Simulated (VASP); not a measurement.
Input of a VASP 6.6.1 run:

Contents of INCAR:

```
  PREC = Accurate
  ENCUT = 520
  EDIFF = 1E-7
  ISMEAR = 1
  SIGMA = 0.1
  LREAL = False
  LASPH = True
  NELM = 60
  ALGO = Normal
  ISIF = 2
  LWAVE = False
  LCHARG = False
  NBANDS = 35
```

Contents of KPOINTS:

```
regular mesh
0
Gamma
  8 8 2
```

POSCAR

```
WSeS
1.0
    3.3048600428      0.0000000000      0.0000000000
   -1.6524305302      2.8620923742      0.0000000000
    0.0000000000      0.0000000000     13.6938979847
W Se S
2 2 2
Direct
    0.3333333333      0.6666666667      0.2568470000
    0.6666666667      0.3333333333      0.7431530000
    0.3333333333      0.6666666667      0.8692760000
    0.6666666667      0.3333333333      0.1307240000
    0.6666666667      0.3333333333      0.3702380000
    0.3333333333      0.6666666667      0.6297620000
```

Potentials or basis: VASP PAW LDA potentials, release 64 (W_sv, Se, S).

The run is started by

```sh
$ cat potpaw_LDA.64/W_sv/POTCAR potpaw_LDA.64/Se/POTCAR potpaw_LDA.64/S/POTCAR > POTCAR
$ mpirun -np 1 vasp_std > vasp.out
```

Problem. What does it give for the band gap on the k mesh?

Solution. 1.17 eV (least direct gap 1.86 eV).

Problem. What does it give for the pressure?

Solution. -10.8 GPa.

Problem. Estimate the largest force.

Solution. 1.094 eV/Å.

Stress tensor (GPa, compression positive):
```
-11.14   0.00   0.00
  0.00 -11.14   0.00
  0.00   0.00 -10.24
```

Caveat: the cell stands under tension; spin-orbit coupling is left out, which moves the levels of the heavy elements; forces of over 1 eV/Å act on the atoms, so gaps and moduli don't describe the material at rest. A k mesh can miss the band edges.
